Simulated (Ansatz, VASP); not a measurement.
One calculation of KF, two programs

Contents of INCAR:

```
PREC = Accurate
ENCUT = 520
EDIFF = 1E-6
ISMEAR = 0
SIGMA = 0.05
LREAL = False
LASPH = True
NELM = 100
ALGO = Normal
ISIF = 2
LWAVE = False
LCHARG = False
GGA = PE
NBANDS = 15
```

File KPOINTS:

```
Automatic mesh
0
Gamma
  8 8 8
```

POSCAR

```
KF
1.0
    0.0895005951      2.8126424333      2.8126424333
    2.8126424333      0.0895005951      2.8126424333
    2.8126424333      2.8126424333      0.0895005951
K F
1 1
Direct
    0.0000000000      0.0000000000      0.0000000000
    0.5000000000      0.5000000000      0.5000000000
```

Input for Ansatz:

```yaml
crystal:
  lattice:
    - [0.0895005951, 2.8126424333, 2.8126424333]
    - [2.8126424333, 0.0895005951, 2.8126424333]
    - [2.8126424333, 2.8126424333, 0.0895005951]
  atoms:
    - { symbol: K, position: [0.0, 0.0, 0.0] }
    - { symbol: F, position: [0.5, 0.5, 0.5] }
basis:
  ecutwfc: 520.0
kpoints:
  mp_grid: { grid: [8, 8, 8] }
hamiltonian:
  xc: pbe
scf:
  occupations: { method: gaussian, width: 0.05 }
output:
  forces: true
  stress: true
  eigenvalues: true
```

Alike in both runs: task single point; functional PBE; k mesh 8 × 8 × 8; occupations gaussian, width 0.05 eV; no spin polarisation.

```csv
,VASP,Ansatz
version,VASP 6.6.1,Ansatz 0.2.0
potentials or method,"VASP PAW PBE potentials, release 64 (K_sv, F), cutoff 520 eV","scalar-relativistic, plane waves, PAW"
valence electrons in the cell,16,16
```

```csv
,VASP,Ansatz,Ansatz less VASP
gap on the k mesh at the Fermi level (eV),5.62,5.63,+0.014
least direct gap on the mesh (eV),5.62,5.63,+0.014
pressure (GPa),-1.6,-1.6,+0.03
"traceless stress, the component that is largest in VASP (GPa)",-0.49,-0.49,-0.003
```
